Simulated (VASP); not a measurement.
Br, 4 atoms in the cell. Symmetry: Cmce, No. 64, orthorhombic system. Conventional cell: a = 8.631 Å, b = 4.260 Å, c = 8.723 Å, α = 90.00°, β = 90.00°, γ = 90.00°. Br (site symmetry m) has 3 Br at 2.39 to 3.13 Å within 3.2 Å. 

| Property | Result |
| --- | --- |
| Program | VASP 6.6.1 |
| Task | single point |
| Functional | PBE |
| Potentials or basis | VASP PAW PBE potentials, release 64 (Br) |
| Cutoff | 520 eV |
| k mesh | 12 × 12 × 6 |
| Occupations | gaussian, width 0.05 eV |
| Spin | no spin polarisation |
| Dipole correction | no |
| Further INCAR settings | ALGO = Normal; EDIFF = 1e-06; NBANDS = 22 |

Potentials or basis: VASP PAW PBE potentials, release 64 (Br).

Launch:

```console
$ cat potpaw_PBE.64/Br/POTCAR > POTCAR
$ mpirun -np 1 vasp_std > vasp.out
```

Hardware: 1 thread of Intel(R) Xeon(R) Platinum 8488C (Sapphire Rapids) (shared host).

**Question.** How long does it take, and how much memory?

**Answer.** Wall time 5.2 min on 1 thread of Intel(R) Xeon(R) Platinum 8488C (Sapphire Rapids), with other jobs on the host, peak memory 0.58 GiB. Counts: scf iterations 13, k points 172.
